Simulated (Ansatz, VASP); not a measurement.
## Cu in VASP and in Ansatz

```
Cu
1.0
     2.58833    0.00000    0.00000
    -1.29417    2.24156    0.00000
     0.00000    0.00000    4.23758
Cu
2
Direct
  0.33333 0.66667 0.25000
  0.66667 0.33333 0.75000
```

Alike in both runs: functional revPBE; k mesh 14 × 14 × 8; occupations fermi-dirac, width 0.1 eV; no spin polarisation.

Ansatz relaxed the structure, and its values are those at the end. VASP's run is a single point on that final structure, the one shown.

|  | VASP | Ansatz |
| --- | --- | --- |
| version | VASP 6.6.1 | Ansatz 0.2.0 |
| potentials or method | VASP PAW PBE potentials, release 64 (Cu), cutoff 520 eV | plane waves (420 eV) with PAW, scalar-relativistic |
| valence electrons in the cell | 22 | 38 |

|  | VASP | Ansatz | Ansatz less VASP |
| --- | --- | --- | --- |
| pressure (GPa) | 0.8 | 0.0 | -0.78 |

VASP's potentials were made for PBE, not for revPBE. VASP's potentials hold 22 valence electrons a cell and Ansatz's 38, so a difference there can come from the potentials and not from the codes.
